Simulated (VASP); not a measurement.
# BaTiO3 (Cm) in VASP: further runs, part 2 of 2

VASP 6.6.1. Earlier steps stand in the parts before.

## Step 3: Electric field gradients, PBE (equal xy, yz and zx shear strains of +1 %)

File INCAR:

```
SYSTEM = BaTiO3
ALGO = Normal
EDIFF = 1E-8
ENCUT = 520
GGA = PE
ISIF = 2
ISMEAR = -1
LASPH = .TRUE.
LCHARG = .FALSE.
LEFG = .TRUE.
LREAL = .FALSE.
LWAVE = .FALSE.
NBANDS = 28
NELM = 80
PREC = Accurate
SIGMA = 0.08
```

File KPOINTS:

```
k-points
0
G
  7 7 7
  0 0 0
```

File POSCAR:

```
BaTiO3
1.0
    3.9998000000      0.0199990000      0.0199990000
    0.0199990000      3.9998000000      0.0199990000
    0.0200900000      0.0200900000      4.0180000000
Ba Ti O
1 1 3
Direct
    0.0000000000      0.0000000000      0.0000000000
    0.5000000000      0.5000000000      0.4820000000
    0.5000000000      0.5000000000      0.0160000000
    0.5000000000      0.0000000000      0.5150000000
    0.0000000000      0.5000000000      0.5150000000
```

Potentials or basis: VASP PAW PBE potentials, release 64 (Ba_sv, Ti_sv, O).

Run with:

```
cat potpaw_PBE.64/Ba_sv/POTCAR potpaw_PBE.64/Ti_sv/POTCAR potpaw_PBE.64/O/POTCAR > POTCAR
mpirun -np 1 vasp_std > vasp.out
```

OUTCAR:

```text
SYSTEM = BaTiO3
   EDIFF = 1E-8
   ENCUT = 520
   GGA = PE
   ISIF = 2
   ISMEAR = -1
   LASPH = .TRUE.
   LREAL = .FALSE.
   NELM = 80
   PREC = Accurate

 ion  position               nearest neighbor table
   1  0.000  0.000  0.000-   4 2.78   5 2.78   5 2.81   4 2.81   3 2.81   3 2.81   3 2.84   3 2.84
                             4 2.86   5 2.86   4 2.89   5 2.89   2 3.42   2 3.42   2 3.42   2 3.46
   2  0.500  0.500  0.482-   3 1.87   4 2.00   5 2.00   4 2.01   5 2.01   3 2.15   1 3.42   1 3.42
                             1 3.42   1 3.46   1 3.50   1 3.50   1 3.50   1 3.55
   3  0.500  0.500  0.016-   2 1.87   2 2.15   1 2.81   1 2.81   1 2.84   1 2.84
   4  0.500  0.000  0.515-   2 2.00   2 2.01   1 2.78   1 2.81   1 2.86   1 2.89
   5  0.000  0.500  0.515-   2 2.00   2 2.01   1 2.78   1 2.81   1 2.86   1 2.89

  LATTYP: Found a base centered monoclinic cell.
 ALAT       =     5.6849949728
 B/A-ratio  =     0.9900252466
 C/A-ratio  =     0.7067905017
 COS(beta)  =    -0.0141062544

  Lattice vectors:

 A1 = (  -3.9998000000,  -0.0199990000,  -0.0199990000)
 A2 = (  -0.0199990000,  -3.9998000000,  -0.0199990000)
[... 960 lines left out ...]
      0.02035      2.01025      2.07927         0.000975      0.010693     -0.158273
 -----------------------------------------------------------------------------------
    total drift:                                0.000011      0.000011     -0.000240

  FREE ENERGIE OF THE ION-ELECTRON SYSTEM (eV)
  ---------------------------------------------------
  free  energy   TOTEN  =       -39.9740625093 eV

  energy  without entropy=      -39.9740613067  energy(sigma->0) =      -39.97406191

 Electric field gradients (V/A^2)
---------------------------------------------------------------------
 ion       V_xx      V_yy      V_zz      V_xy      V_xz      V_yz
---------------------------------------------------------------------
   1       2.223     2.223    -4.446     6.618     6.665     6.665
   2       0.991     0.991    -1.981    -1.812    -1.864    -1.864
   3      -8.124    -8.124    16.249    -0.064     1.202     1.202
   4     -13.201    27.376   -14.175     1.400    -0.071     1.352
   5      27.376   -13.201   -14.175     1.400     1.352    -0.071
---------------------------------------------------------------------

 Electric field gradients after diagonalization (V/A^2)
 (convention: |V_zz| > |V_xx| > |V_yy|)
----------------------------------------------------------------------
 ion       V_xx      V_yy      V_zz     asymmetry (V_yy - V_xx)/ V_zz
----------------------------------------------------------------------
   1      -9.334    -4.395    13.729       0.360
   2       2.803     1.298    -4.101       0.367
   3      -8.306    -8.060    16.366       0.015
   4     -14.233   -13.235    27.468       0.036
   5     -14.233   -13.235    27.468       0.036
----------------------------------------------------------------------

           NMR quadrupolar parameters

 Cq : quadrupolar parameter    Cq=e*Q*V_zz/h
 eta: asymmetry parameters     (V_yy - V_xx)/ V_zz
 Q  : nuclear electric quadrupole moment in mb (millibarn)
----------------------------------------------------------------------
 ion       Cq(MHz)       eta       Q (mb)
----------------------------------------------------------------------
   1       0.033       0.360       1.000
   2      -0.010       0.367       1.000
   3       0.040       0.015       1.000
   4       0.066       0.036       1.000
   5       0.066       0.036       1.000
----------------------------------------------------------------------
```

OSZICAR:

```text
N       E                     dE             d eps       ncg     rms          rms(c)
DAV:   1     0.434428303480E+03    0.43443E+03   -0.20862E+04  5600   0.155E+03
DAV:   2    -0.420291203148E+01   -0.43863E+03   -0.41727E+03  6412   0.427E+02
DAV:   3    -0.485387602516E+02   -0.44336E+02   -0.43923E+02  7716   0.134E+02
DAV:   4    -0.507737599764E+02   -0.22350E+01   -0.22307E+01  8604   0.253E+01
DAV:   5    -0.508382419154E+02   -0.64482E-01   -0.64470E-01  7496   0.342E+00    0.231E+01
DAV:   6    -0.401842407635E+02    0.10654E+02   -0.56956E+01  8352   0.671E+01    0.997E+00
DAV:   7    -0.401415787877E+02    0.42662E-01   -0.10276E+01  7548   0.236E+01    0.684E+00
DAV:   8    -0.399663490040E+02    0.17523E+00   -0.62628E-01  6972   0.715E+00    0.353E+00
DAV:   9    -0.400028637749E+02   -0.36515E-01   -0.35265E-01  8120   0.508E+00    0.158E+00
DAV:  10    -0.399773228911E+02    0.25541E-01   -0.14798E-01  6660   0.397E+00    0.515E-01
DAV:  11    -0.399743320188E+02    0.29909E-02   -0.11860E-02  7444   0.704E-01    0.167E-01
DAV:  12    -0.399740821276E+02    0.24989E-03   -0.13109E-03  6280   0.239E-01    0.398E-02
DAV:  13    -0.399740631012E+02    0.19026E-04   -0.14266E-04  7136   0.114E-01    0.192E-02
DAV:  14    -0.399740651047E+02   -0.20035E-05   -0.45754E-05  7928   0.506E-02    0.196E-02
DAV:  15    -0.399740635689E+02    0.15358E-05   -0.28593E-05  7600   0.513E-02    0.898E-03
DAV:  16    -0.399740625131E+02    0.10558E-05   -0.43556E-06  7180   0.211E-02    0.114E-03
DAV:  17    -0.399740625040E+02    0.91354E-08   -0.30205E-07  7468   0.520E-03    0.955E-04
DAV:  18    -0.399740625093E+02   -0.53451E-08   -0.45120E-08  6424   0.207E-03
   1 F= -.39974063E+02 E0= -.39974062E+02  d E =-.120257E-05
```

stdout:

```text
POSCAR found type information on POSCAR BaTiO
 POSCAR found :  3 types and       5 ions
 scaLAPACK will be used
 LDA part: xc-table for (Slater+PW92), standard interpolation
 POSCAR, INCAR and KPOINTS ok, starting setup
 FFT: planning ... GRIDC
 FFT: planning ... GRID_SOFT
 FFT: planning ... GRID
 WAVECAR not read
 entering main loop
ion   1

ion   2

ion   3

ion   4
     0.0000293    -0.4082733    -0.3957009     2.6645784    -0.0131009     4.2140620
     0.0000403    -0.4082733    -0.3957009     2.6645784    -0.0131009     4.2140619
     0.0000555    -0.4082733    -0.3957009     2.6645783    -0.0131009     4.2140619
     0.0000765    -0.4082733    -0.3957009     2.6645782    -0.0131009     4.2140617

     0.0000293    -1.2730367    -1.2309766     9.8820658     0.0073246    16.1716180
     0.0000403    -1.2730365    -1.2309764     9.8820640     0.0073246    16.1716150
     0.0000555    -1.2730361    -1.2309761     9.8820609     0.0073246    16.1716098
     0.0000765    -1.2730355    -1.2309755     9.8820556     0.0073246    16.1716011

ion   5
     0.0000293    -0.4082733    -0.0131009     2.6645784    -0.3957009    -4.2140620
     0.0000403    -0.4082733    -0.0131009     2.6645784    -0.3957009    -4.2140619
     0.0000555    -0.4082733    -0.0131009     2.6645783    -0.3957009    -4.2140619
     0.0000765    -0.4082733    -0.0131009     2.6645782    -0.3957009    -4.2140617

     0.0000293    -1.2730367     0.0073246     9.8820658    -1.2309766   -16.1716180
     0.0000403    -1.2730365     0.0073246     9.8820640    -1.2309764   -16.1716150
     0.0000555    -1.2730361     0.0073246     9.8820609    -1.2309761   -16.1716098
     0.0000765    -1.2730355     0.0073246     9.8820556    -1.2309755   -16.1716011
```

Run time: 91 s. Hardware: 1 thread of Intel Xeon 6975P-C (Granite Rapids), shared host; peak memory 0.29 GiB.

What came out:

```
Free energy                             : -39.9741 eV
Pressure                                : 4.5 GPa
Largest force                           : 0.306 eV/Å
Band gap on the k mesh                  : 1.86 eV (least direct gap 2.07 eV)
Largest electric field gradient by atom : Ba +13.7; Ti -4.1; O +16.4, +27.5 (each value once) V/Å²
```

Forces in eV/Å, atoms in the order of the input:
```
Ba  -0.001 -0.001 -0.068
Ti  -0.023 -0.023  0.080
O    0.012  0.012  0.305
O    0.011  0.001 -0.158
O    0.001  0.011 -0.158
```

Levels at points of the mesh, in eV from the valence-band top:
| k point | band 16 | band 17 | band 18 | band 19 | band 20 | band 21 | band 22 | band 23 | band 24 | band 25 |
| --- | --- | --- | --- | --- | --- | --- | --- | --- | --- | --- |
| (0.00, 0.00, 0.00) | -1.20 | -1.05 | -0.31 | -0.24 | -0.20 | 1.86 | 2.14 | 2.18 | 4.07 | 4.22 |

Electric field gradients, principal values (V/Å²):
```
atom    least   middle  greatest (by size)
1 Ba   -4.395   -9.334              13.729
2 Ti    1.298    2.803              -4.101
 3 O   -8.060   -8.306              16.366
 4 O  -13.235  -14.233              27.468
 5 O  -13.235  -14.233              27.468
```

Caveat: the cell differs from its parent crystal (equal xy, yz and zx shear strains of +1 %); the cell stands under pressure; without QUAD_EFG the Cq values of the log hold for a quadrupole moment of 1 mb, not for the nuclei; spin-orbit coupling is left out, which moves the levels of the heavy elements; an odd mesh through Γ misses points on the zone boundary, where band edges can lie.
